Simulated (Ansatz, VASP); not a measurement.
## Bi: VASP beside Ansatz

File INCAR:

```
SYSTEM = Bi
ALGO = Normal ; EDIFF = 1E-6
ENCUT = 520 ; GGA = PS
ISIF = 2 ; ISMEAR = -1
LASPH = .TRUE. ; LCHARG = .TRUE.
LELF = .TRUE. ; LREAL = .FALSE.
LVHAR = .TRUE. ; LWAVE = .FALSE.
NBANDS = 22 ; NELM = 100
PREC = Accurate ; SIGMA = 0.03
```

KPOINTS

```
k-points
0
G
  9 9 3
  0 0 0
```

File POSCAR:

```
Bi
1.0
    4.5390002997      0.0000000000      0.0000000000
   -2.2695001499      3.9308895674      0.0000000000
    0.0000000000      0.0000000000     11.9472900000
Bi
2
Direct
    0.3333333333      0.6666666667      0.2500000000
    0.6666666667      0.3333333333      0.7500000000
```

Input for Ansatz:

```yaml
crystal:
  lattice:
    - [4.5390002997, 0.0, 0.0]
    - [-2.2695001499, 3.9308895674, 0.0]
    - [0.0, 0.0, 11.94729]
  atoms:
    - { symbol: Bi, position: [0.3333333333, 0.6666666667, 0.25] }
    - { symbol: Bi, position: [0.6666666667, 0.3333333333, 0.75] }
kpoints:
  mp_grid: { grid: [9, 9, 3] }
  band_path:
    path:
      - [0.0, 0.0, 0.0]
      - [0.5, 0.0, 0.0]
      - [0.3333333333, 0.3333333333, 0.0]
      - [0.0, 0.0, 0.0]
      - [0.0, 0.0, 0.5]
      - [0.5, 0.0, 0.5]
      - [0.3333333333, 0.3333333333, 0.5]
      - [0.0, 0.0, 0.5]
      - [0.5, 0.0, 0.5]
    npoints: 5
scf:
  occupations: { method: fermi_dirac, width: 0.03 }
hamiltonian:
  xc: pbesol
  pseudopotentials: { kind: all_electron, lapw: { basis_error: 0.0005 } }
output:
  forces: true
  stress: true
  eigenvalues: true
```

Change from the starting cell: zz strain of +1 %.

Alike in both runs: task single point; functional PBEsol; k mesh 9 × 9 × 3; occupations fermi-dirac, width 0.03 eV; no spin polarisation.

|  | VASP | Ansatz |
| --- | --- | --- |
| version | VASP 6.6.1 | Ansatz 0.2.0 |
| potentials or method | VASP PAW PBE potentials, release 64 (Bi_d), cutoff 520 eV | all-electron LAPW, scalar-relativistic |

|  | VASP | Ansatz | Ansatz less VASP |
| --- | --- | --- | --- |
| pressure (GPa) | -3.5 | -3.5 | +0.03 |
| traceless stress, the component that is largest in VASP (GPa) | 3.16 | 3.16 | 0.000 |

VASP's potentials were made for PBE, not for PBEsol. Ansatz ran all-electron here, and VASP with PAW potentials.

Spin-orbit coupling is off throughout.
